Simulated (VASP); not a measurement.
# NbRh (P4/mmm) in VASP: single point with LDA

Aim: the single point of NbRh with LDA.

Program: VASP 6.6.1. These are calculated values, not measurements. Logs are shortened: lines on timing, memory, paths and dates and some standing lists are left out, and cuts for length are marked.

## (1) The cell of the first run

The structure is tetragonal, space group P4/mmm (No. 123). The conventional cell has a = 2.842 Å, b = 2.842 Å, c = 3.809 Å, α = 90.00°, β = 90.00°, γ = 90.00°. Within 3.6 Å of Nb (site symmetry 4/mmm) lie 8 Rh at 2.77 Å and 4 Nb at 2.84 Å. Rh (site symmetry 4/mmm) has 8 Nb at 2.77 Å and 4 Rh at 2.84 Å within 3.6 Å.

## (2) Single point, LDA

INCAR reads:

```
SYSTEM = NbRh
ALGO = Normal
EDIFF = 1E-6
ENCUT = 520
GGA = CA
ISIF = 2
ISMEAR = -1
LASPH = .TRUE.
LCHARG = .TRUE.
LELF = .TRUE.
LREAL = .FALSE.
LVHAR = .TRUE.
LWAVE = .FALSE.
NBANDS = 21
NELM = 60
PREC = Accurate
SIGMA = 0.05
```

KPOINTS reads:

```
k-points
0
G
  13 13 10
  0 0 0
```

POSCAR reads:

```
NbRh
1.0
    2.8420000000      0.0000000000      0.0000000000
    0.0000000000      2.8420000000      0.0000000000
    0.0000000000      0.0000000000      3.8090000000
Nb Rh
1 1
Direct
    0.0000000000      0.0000000000      0.0000000000
    0.5000000000      0.5000000000      0.5000000000
```

Potentials or basis: VASP PAW LDA potentials, release 64 (Nb_sv, Rh_pv).

On the command line:

```
$ cat potpaw_LDA.64/Nb_sv/POTCAR potpaw_LDA.64/Rh_pv/POTCAR > POTCAR
$ mpirun -np 1 vasp_std > vasp.out
```

OUTCAR:

```text
SYSTEM = NbRh
   EDIFF = 1E-6
   ENCUT = 520
   GGA = CA
   ISIF = 2
   ISMEAR = -1
   LASPH = .TRUE.
   LREAL = .FALSE.
   NELM = 60
   PREC = Accurate

 ion  position               nearest neighbor table
   1  0.000  0.000  0.000-   2 2.77   2 2.77   2 2.77   2 2.77   2 2.77   2 2.77   2 2.77   2 2.77

   2  0.500  0.500  0.500-   1 2.77   1 2.77   1 2.77   1 2.77   1 2.77   1 2.77   1 2.77   1 2.77

  LATTYP: Found a simple tetragonal cell.
 ALAT       =     2.8420000000
 C/A-ratio  =     1.3402533427

  Lattice vectors:

 A1 = (   2.8420000000,   0.0000000000,   0.0000000000)
 A2 = (   0.0000000000,   2.8420000000,   0.0000000000)
 A3 = (   0.0000000000,   0.0000000000,   3.8090000000)

Analysis of symmetry for initial positions (statically):
=====================================================================
 Subroutine PRICEL returns:
 Original cell was already a primitive cell.

 Routine SETGRP: Setting up the symmetry group for a
 simple tetragonal supercell.

 Subroutine GETGRP returns: Found 16 space group operations
 (whereof 16 operations were pure point group operations)
 out of a pool of 16 trial point group operations.

The static configuration has the point symmetry D_4h.

Analysis of symmetry for dynamics (positions and initial velocities):
=====================================================================
 Subroutine PRICEL returns:
 Original cell was already a primitive cell.

 Routine SETGRP: Setting up the symmetry group for a
 simple tetragonal supercell.

 Subroutine GETGRP returns: Found 16 space group operations
 (whereof 16 operations were pure point group operations)
 out of a pool of 16 trial point group operations.

The dynamic configuration has the point symmetry D_4h.

 Subroutine INISYM returns: Found 16 space group operations
 (whereof 16 operations are pure point group operations),
 and found     1 'primitive' translations

----------------------------------------------------------------------------------------

                                     Primitive cell

  volume of cell :      30.7652

  direct lattice vectors                    reciprocal lattice vectors
     2.842000000  0.000000000  0.000000000     0.351864884  0.000000000  0.000000000
     0.000000000  2.842000000  0.000000000     0.000000000  0.351864884  0.000000000
     0.000000000  0.000000000  3.809000000     0.000000000  0.000000000  0.262536099

  length of vectors
     2.842000000  2.842000000  3.809000000     0.351864884  0.351864884  0.262536099

  position of ions in fractional coordinates (direct lattice)
     0.000000000  0.000000000  0.000000000
     0.500000000  0.500000000  0.500000000

  ion indices of the primitive-cell ions
   primitive index   ion index
                 1           1
                 2           2

----------------------------------------------------------------------------------------

 KPOINTS: k-points

Automatic generation of k-mesh.
 Grid dimensions read from file:
 generate k-points for:   13   13   10

 Generating k-lattice:

  Cartesian coordinates                     Fractional coordinates (reciprocal lattice)
     0.027066530  0.000000000  0.000000000     0.076923077  0.000000000  0.000000000
     0.000000000  0.027066530  0.000000000     0.000000000  0.076923077  0.000000000
     0.000000000  0.000000000  0.026253610     0.000000000  0.000000000  0.100000000

  Length of vectors
     0.027066530  0.027066530  0.026253610

  Shift w.r.t. Gamma in fractional coordinates (k-lattice)
     0.000000000  0.000000000  0.000000000

 Subroutine IBZKPT returns following result:
 ===========================================

 Found    168 irreducible k-points:

 Following reciprocal coordinates:
            Coordinates               Weight
  0.000000  0.000000  0.000000      1.000000
  0.076923  0.000000  0.000000      4.000000
  0.153846  0.000000  0.000000      4.000000
  0.230769  0.000000  0.000000      4.000000
  0.307692  0.000000  0.000000      4.000000
  0.384615  0.000000  0.000000      4.000000
[... 16 lines left out ...]
  0.307692  0.307692  0.000000      4.000000
  0.384615  0.307692  0.000000      8.000000
 [... further k-points ...]
   k-points           NKPTS =    168   k-points in BZ     NKDIM =    168   number of bands    NBANDS=     21
   number of dos      NEDOS =    301   number of ions     NIONS =      2
   total plane-waves  NPLWV =  16128
   dimension x,y,z NGX =    24 NGY =   24 NGZ =   28
   dimension x,y,z NGXF=    48 NGYF=   48 NGZF=   56
   ions per type =               1   1
   NGX,Y,Z   is equivalent  to a cutoff of  14.04, 14.04, 12.22 a.u.
   NGXF,Y,Z  is equivalent  to a cutoff of  28.08, 28.08, 24.44 a.u.
 SYSTEM =  NbRh
   PREC   = accura    normal or accurate (medium, high low for compatibility)
   ISTART =      0    job   : 0-new  1-cont  2-samecut
   ICHARG =      2    charge: 1-file 2-atom 10-const
   ISPIN  =      1    spin polarized calculation?
   LNONCOLLINEAR =      F non collinear calculations
   LSORBIT =      F    spin-orbit coupling
   LASPH  =      T    aspherical Exc in radial PAW
   ENCUT  =  520.0 eV  38.22 Ry    6.18 a.u.   5.28  5.28  7.08*2*pi/ulx,y,z
   NELM   =     60;   NELMIN=  2; NELMDL= -5     # of ELM steps
   EDIFF  = 0.1E-05   stopping-criterion for ELM
   LREAL  =      F    real-space projection
   EDIFFG = 0.1E-04   stopping-criterion for IOM
   NSW    =      0    number of steps for IOM
   IBRION =     -1    ionic relax: 0-MD 1-quasi-New 2-CG
   NFREE  =      0    steps in history (QN), initial steepest desc. (CG)
   ISIF   =      2    stress and relaxation
   ISYM   =      2    0-nonsym 1-usesym 2-fastsym
   POTIM  = 0.5000    time-step for ionic-motion
   TEBEG  =    0.0;   TEEND  =   0.0 temperature during run
   PSTRESS=    0.0 pullay stress
   NELECT =      28.0000    total number of electrons
   NUPDOWN=      -1.0000    fix difference up-down
   EMIN   =  10.00;   EMAX   =-10.00  energy-range for DOS
   EFERMI =   0.00;   METHOD = LEGACY
   ISMEAR =    -1;   SIGMA  =   0.05  broadening in eV -4-tet -1-fermi 0-gaus
   EFERMI_NEDOS =   21; number of points for ismear=-14 and -15
   IALGO  =     38    algorithm
   IMIX   =      4    mixing-type and parameters
     AMIX     =   0.40;   BMIX     =  1.00
     AMIX_MAG =   1.60;   BMIX_MAG =  1.00
  volume/ion in A,a.u.               =      15.38       103.81
  Fermi-wavevector in a.u.,A,eV,Ry     =   1.586504  2.998058 34.245789  2.516995
  Thomas-Fermi vector in A             =   2.685805
   LORBIT       =      0    0 simple, 1 ext, 2 COOP (PROOUT), +10 PAW based schemes
   GGA     = CA    functional components
   LHFCALC =     F    Hartree Fock is set to
   AEXX    =    0.0000 exact exchange contribution
   IVDW    =     0    specifies the selected vdW correction
   LEPSILON=     F    determine dielectric tensor
   LRPA    =     F    only Hartree local field effects (RPA)
 non-spin polarized calculation
  energy-cutoff  :      520.00
  volume of cell :       30.77
 maximum number of plane-waves:       844
 NGX is ok and might be reduce to    24
   NGX = 11   NGY = 11   NGZ = 15

 number of electron      27.9999998 magnetization

 Free energy of the ion-electron system (eV)
  ---------------------------------------------------
  ext. energy  EPLUGINS =         0.00000000
  ---------------------------------------------------
  free energy    TOTEN  =       -20.79579952 eV

  energy without entropy =      -20.78208567  energy(sigma->0) =      -20.78894259

 E-fermi :  11.9641     XC(G=0): -13.6117

 val. band max:       11.9612441728   @ k =   0.2308   0.0769   0.2000
 cond. band min:      11.9680002056   @ k =   0.4615   0.0000   0.3000
 fundamental gap:      0.0067560328
 Fermi energy:        11.9641460537

 k-point     1 :       0.0000    0.0000    0.0000
  band No.  band energies     occupation
      1     -42.6407      2.00000
      2     -34.3380      2.00000
      3     -34.1256      2.00000
      4     -34.1256      2.00000
      5     -18.8762      2.00000
      6     -18.3306      2.00000
[... 13 lines left out ...]
     20      23.8992      0.00000
     21      23.8992      0.00000

 k-point     2 :       0.0769    0.0000    0.0000
  band No.  band energies     occupation
      1     -42.6343      2.00000
      2     -34.3363      2.00000
      3     -34.1386      2.00000
      4     -34.1244      2.00000
      5     -18.8718      2.00000
      6     -18.3927      2.00000
[... 13 lines left out ...]
     20      23.3143      0.00000
     21      24.3222      0.00000

 k-point     3 :       0.1538    0.0000    0.0000
  band No.  band energies     occupation
      1     -42.6166      2.00000
      2     -34.3316      2.00000
      3     -34.1742      2.00000
      4     -34.1211      2.00000
      5     -18.8596      2.00000
      6     -18.5621      2.00000
[... 13 lines left out ...]
     20      22.0304      0.00000
     21      25.4302      0.00000

 k-point     4 :       0.2308    0.0000    0.0000
  band No.  band energies     occupation
      1     -42.5915      2.00000
      2     -34.3249      2.00000
      3     -34.2242      2.00000
      4     -34.1165      2.00000
      5     -18.8424      2.00000
      6     -18.7948      2.00000
[... 13 lines left out ...]
     20      21.1963      0.00000
     21      25.8360      0.00000

 k-point     5 :       0.3077    0.0000    0.0000
  band No.  band energies     occupation
      1     -42.5646      2.00000
      2     -34.3178      2.00000
      3     -34.2768      2.00000
      4     -34.1115      2.00000
      5     -19.0346      2.00000
      6     -18.8240      2.00000
[... 13 lines left out ...]
     20      22.9431      0.00000
     21      25.2050      0.00000

 k-point     6 :       0.3846    0.0000    0.0000
  band No.  band energies     occupation
      1     -42.5423      2.00000
      2     -34.3201      2.00000
      3     -34.3119      2.00000
      4     -34.1074      2.00000
      5     -19.2281      2.00000
      6     -18.8087      2.00000
[... 13 lines left out ...]
     20      24.6475      0.00000
     21      24.6814      0.00000

 k-point     7 :       0.4615    0.0000    0.0000
  band No.  band energies     occupation
      1     -42.5296      2.00000
      2     -34.3445      2.00000
      3     -34.3086      2.00000
      4     -34.1051      2.00000
      5     -19.3354      2.00000
      6     -18.8001      2.00000
[... 13 lines left out ...]
     20      24.2886      0.00000
     21      26.2305      0.00000
[... 291 lines left out ...]
      1     -42.5143      2.00000
      2     -34.3064      2.00000
      3     -34.2694      2.00000
      4     -34.2118      2.00000
      5     -18.9738      2.00000
      6     -18.7758      2.00000
[... 13 lines left out ...]
     20      23.5731      0.00000
     21      23.8520      0.00000

 k-point    21 :       0.3846    0.2308    0.0000
  band No.  band energies     occupation
      1     -42.4916      2.00000
      2     -34.3133      2.00000
      3     -34.3011      2.00000
      4     -34.2083      2.00000
      5     -19.1599      2.00000
      6     -18.7562      2.00000
[... 13 lines left out ...]
     20      24.3131      0.00000
     21      24.6736      0.00000

 k-point    22 :       0.4615    0.2308    0.0000
  band No.  band energies     occupation
      1     -42.4787      2.00000
      2     -34.3380      2.00000
      3     -34.2980      2.00000
      4     -34.2063      2.00000
      5     -19.2634      2.00000
      6     -18.7451      2.00000
[... 13 lines left out ...]
     20      24.5211      0.00000
     21      25.7817      0.00000

 k-point    23 :       0.3077    0.3077    0.0000
  band No.  band energies     occupation
      1     -42.4868      2.00000
      2     -34.3003      2.00000
      3     -34.2666      2.00000
      4     -34.2643      2.00000
      5     -18.9565      2.00000
      6     -18.9207      2.00000
[... 13 lines left out ...]
     20      23.4603      0.00000
     21      23.9698      0.00000

 k-point    24 :       0.3846    0.3077    0.0000
  band No.  band energies     occupation
      1     -42.4639      2.00000
      2     -34.3097      2.00000
      3     -34.2952      2.00000
      4     -34.2622      2.00000
      5     -19.1230      2.00000
      6     -18.9097      2.00000
[... 13 lines left out ...]
     20      23.8248      0.00000
     21      24.4336      0.00000

 [... further k-points ...]
[... 5 lines left out ...]
  --------------------------------------------------------------------------------------
  -------------------------------------------------------------------------------------
  Total       -1.1873707     -1.1873707     -0.7804075      0.0000000      0.0000000      0.0000000
  in kB      -61.8354900    -61.8354900    -40.6417969      0.0000000      0.0000000      0.0000000
  external PRESSURE =     -54.7709256 kB  Pullay stress =       0.0000000 kB

 VOLUME and BASIS-vectors are now :
 -----------------------------------------------------------------------------
  energy-cutoff  :      520.00
  volume of cell :       30.77
      direct lattice vectors                 reciprocal lattice vectors
     2.842000000  0.000000000  0.000000000     0.351864884  0.000000000  0.000000000
     0.000000000  2.842000000  0.000000000     0.000000000  0.351864884  0.000000000
     0.000000000  0.000000000  3.809000000     0.000000000  0.000000000  0.262536099

 POSITION                                       TOTAL-FORCE (eV/Angst)
 -----------------------------------------------------------------------------------
      0.00000      0.00000      0.00000         0.000000      0.000000      0.000000
      1.42100      1.42100      1.90450         0.000000      0.000000      0.000000
 -----------------------------------------------------------------------------------
    total drift:                                0.000000      0.000000     -0.000000

  FREE ENERGIE OF THE ION-ELECTRON SYSTEM (eV)
  ---------------------------------------------------
  free  energy   TOTEN  =       -20.7957995177 eV

  energy  without entropy=      -20.7820856692  energy(sigma->0) =      -20.78894259
```

Run time: 95 s. Hardware: 1 thread of Intel Xeon Platinum 8259CL at 2.50GHz (Skylake/Cascade Lake), shared host; peak memory 0.21 GiB.

Results:

```yaml
Free_energy: -20.7958 eV
Pressure: -5.5 GPa
Band_gap_on_the_k_mesh: zero (band 14 reaches 15.00 eV, above the bottom of band 15 at 10.59 eV)
```
